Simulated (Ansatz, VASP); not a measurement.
## Cs in VASP and in Ansatz

Contents of INCAR:

```
SYSTEM = Cs
PREC = Accurate
ENCUT = 520
EDIFF = 1E-6
ISMEAR = -1
SIGMA = 0.08
LREAL = .FALSE.
LASPH = .TRUE.
NELM = 60
ALGO = Normal
ISIF = 2
LWAVE = .FALSE.
LCHARG = .FALSE.
GGA = PE
NBANDS = 16
```

The input KPOINTS:

```
Automatic mesh
0
G
  9 9 9
  0 0 0
```

The input POSCAR:

```
Cs
1.0
   -3.5649241099      3.5649241099      1.9304201803
    3.5649241099     -3.5649241099      1.9304201803
    3.5649241099      3.5649241099     -1.9304201803
Cs
2
Direct
   -0.3750000000     -0.1250000000     -0.2500000000
    0.3750000000      0.1250000000      0.2500000000
```

Input for Ansatz:

```yaml
crystal:
  lattice:
    - [-3.5649241099, 3.5649241099, 1.9304201803]
    - [3.5649241099, -3.5649241099, 1.9304201803]
    - [3.5649241099, 3.5649241099, -1.9304201803]
  atoms:
    - { symbol: Cs, position: [-0.375, -0.125, -0.25] }
    - { symbol: Cs, position: [0.375, 0.125, 0.25] }
kpoints:
  mp_grid: { grid: [9, 9, 9] }
scf:
  occupations: { method: fermi_dirac, width: 0.08 }
hamiltonian:
  xc: pbe
  pseudopotentials: { kind: nc }
output:
  forces: true
  stress: true
  eigenvalues: true
```

Change from the starting cell: volume scaled by 0.4, norm-conserving files.

Alike in both runs: task single point; functional PBE; k mesh 9 × 9 × 9; occupations fermi-dirac, width 0.08 eV; no spin polarisation.

|  | VASP | Ansatz |
| --- | --- | --- |
| version | VASP 6.6.1 | Ansatz 0.2.0 |
| potentials or method | VASP PAW PBE potentials, release 64 (Cs_sv) | scalar-relativistic |
| plane-wave cutoff (eV) | 520 | 680 |
| valence electrons in the cell | 18 | 18 |

```tsv
	VASP	Ansatz	Ansatz less VASP
pressure (GPa)	4.5	4.5	-0.05
traceless stress, the component that is largest in VASP (GPa)	-0.61	-0.61	+0.001
```

Neither program's run includes spin-orbit coupling.
